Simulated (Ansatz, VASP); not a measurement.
**One calculation of MgO, two programs**

Contents of INCAR:

```
PREC = Accurate ; ENCUT = 840
EDIFF = 1E-6 ; ISMEAR = 0
SIGMA = 0.02 ; LREAL = F
LASPH = T ; NELM = 120
ALGO = Normal ; ISIF = 2
LWAVE = F ; LCHARG = T
LELF = T ; LVHAR = T
NBANDS = 15 ; GGA_COMPAT = F
```

The input KPOINTS:

```
Automatic mesh
0
Gamma
  12 12 8
```

The input POSCAR:

```
MgO
1.0
    2.9380210000      0.0000000000      0.0000000000
   -1.4690100000      2.5444010000      0.0000000000
    0.0000000000      0.0000000000      2.6796800000
Mg O
1 1
Direct
    0.0000000000      0.0000000000      0.0000000000
    0.3333333333      0.6666666667      0.5000000000
```

Input for Ansatz:

```yaml
crystal:
  lattice:
    - [2.938021, 0.0, 0.0]
    - [-1.46901, 2.544401, 0.0]
    - [0.0, 0.0, 2.67968]
  atoms:
    - { symbol: Mg, position: [0.0, 0.0, 0.0] }
    - { symbol: O, position: [0.3333333333333333, 0.6666666666666666, 0.5] }
basis:
  ecutwfc: 510.0
kpoints:
  mp_grid:
    grid: [12, 12, 8]
hamiltonian:
  xc: lda
scf:
  occupations:
    method: gaussian
    width: 0.02
output:
  stress: true
```

Alike in both runs: task single point; functional LDA; k mesh 12 × 12 × 8; occupations gaussian, width 0.02 eV; no spin polarisation.

|  | VASP | Ansatz |
| --- | --- | --- |
| version | VASP 6.6.1 | Ansatz 0.2.0 |
| potentials or method | VASP PAW LDA potentials, release 64 (Mg_sv, O), cutoff 840 eV | plane waves, PAW |
| valence electrons in the cell | 16 | 16 |

```csv
,VASP,Ansatz,Ansatz less VASP
pressure (GPa),-9.0,-9.3,-0.30
"traceless stress, the component that is largest in VASP (GPa)",-0.74,-0.87,-0.130
```

LDA's correlation is that of Perdew and Zunger in VASP and of Perdew and Wang (1992) in Ansatz.
